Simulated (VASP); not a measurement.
**CdSe: single point with PBE**

Crystal: CdSe.

```
Cd Se
1.0
     4.60224    0.00000    0.00000
    -2.30112    3.98566    0.00000
     0.00000    0.00000    6.00162
Cd Se
2 2
Direct
  0.33333 0.66667 0.25000
  0.66667 0.33333 0.75000
  0.66667 0.33333 0.25000
  0.33333 0.66667 0.75000
```

- Program: VASP 6.6.1
- Task: single point
- Functional: PBE
- Potentials or basis: VASP PAW PBE potentials, release 64 (Cd, Se)
- Cutoff: 500 eV
- k mesh: 6 × 6 × 4
- Occupations: tetrahedron
- Spin: no spin polarisation

* Pressure: 1.8 GPa
* Band gap on the k mesh: 0.23 eV, indirect (least direct gap 0.43 eV)

Stress tensor (GPa, compression positive):
```
1.88 0.00 0.00
0.00 1.88 0.00
0.00 0.00 1.51
```

Levels at points of the mesh, in eV from the valence-band top:
```tsv
k point	band 15	band 16	band 17	band 18	band 19	band 20	band 21	band 22
(0.00, 0.00, 0.00)	-1.36	-0.34	-0.34	-0.20	0.23	0.40	5.03	5.03
(0.50, 0.00, 0.00)	-2.50	-2.44	-1.33	-1.11	1.88	3.19	5.82	6.67
(0.00, 0.00, 0.50)	-0.84	-0.84	-0.84	-0.84	2.27	2.27	5.24	5.24
(0.50, 0.00, 0.50)	-1.83	-1.83	-0.42	-0.42	3.24	3.24	4.50	4.50
```

Run time: 71 s on 1 thread of AMD EPYC 7R13 Processor (Zen 3), on a shared host, peak memory 0.22 GiB.

A k mesh can miss the band edges.
